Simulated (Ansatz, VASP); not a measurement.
Sc2GeSe: VASP beside Ansatz

```
Sc Ge Se
1.0
     4.93734    0.00000    0.00000
     0.00000    4.93734    0.00000
     0.00000    0.00000    3.23965
Sc Ge Se
2 1 1
Direct
  0.50000 0.00000 0.00000
  0.00000 0.50000 0.00000
  0.50000 0.50000 0.50000
  0.00000 0.00000 0.50000
```

Alike in both runs: functional PBE; k mesh 10 × 10 × 14; occupations gaussian, width 0.1 eV; no spin polarisation.

Ansatz relaxed the structure, and its values are those at the end. VASP's run is a single point on that final structure, the one shown.

|  | VASP | Ansatz |
| --- | --- | --- |
| version | VASP 6.6.1 | Ansatz 0.2.0 |
| potentials or method | VASP PAW PBE potentials, release 64 (Sc_sv, Ge_d, Se), cutoff 520 eV | scalar-relativistic, plane waves, PAW |
| valence electrons in the cell | 42 | 52 |

```tsv
	VASP	Ansatz	Ansatz less VASP
gap on the k mesh at the Fermi level (eV)	none	none	-
pressure (GPa)	0.2	0.0	-0.16
```

A gap of «none» marks a metal or a gap that the smearing closes. The functional is the same, so the differences come from potentials, cutoffs and numerics. VASP's potentials hold 42 valence electrons a cell and Ansatz's 52, so a difference there can come from the potentials and not from the codes.
